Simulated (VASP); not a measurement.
Nb: single point with PBEsol

The system is Nb.

```
CELL_PARAMETERS angstrom
-1.66831 1.66831 1.66831
1.66831 -1.66831 1.66831
1.66831 1.66831 -1.66831
ATOMIC_POSITIONS crystal
Nb 0.00000 0.00000 0.00000
```

This cell differs from its parent crystal: volume scaled by 1.06.

* Program: VASP 6.6.1
* Task: single point
* Functional: PBEsol
* Potentials or basis: VASP PAW PBE potentials, release 64 (Nb_sv)
* Cutoff: 520 eV
* k mesh: 18 × 18 × 18
* Occupations: gaussian, width 0.1 eV
* Spin: no spin polarisation

| Quantity | Value |
| --- | --- |
| Pressure | -9.7 GPa |

Levels at points of the mesh, in eV from the Fermi level:
| k point | band 3 | band 4 | band 5 | band 6 | band 7 | band 8 | band 9 | band 10 |
| --- | --- | --- | --- | --- | --- | --- | --- | --- |
| (0.00, 0.00, 0.00) | -29.67 | -29.67 | -5.89 | 0.40 | 0.40 | 0.40 | 3.20 | 3.20 |
| (0.50, 0.00, 0.00) | -30.06 | -29.68 | -3.59 | -1.55 | 2.16 | 3.22 | 3.88 | 6.19 |
| (0.50, 0.50, 0.50) | -30.52 | -30.52 | -3.54 | -3.54 | 5.45 | 5.45 | 5.45 | 8.81 |

Wall time 29 s on 1 thread of Intel(R) Xeon(R) Platinum 8259CL CPU @ 2.50GHz (Skylake/Cascade Lake) (shared host), peak memory 0.17 GiB.

Caveat: the PAW data sets were made with another functional, which shifts forces and pressure a little.
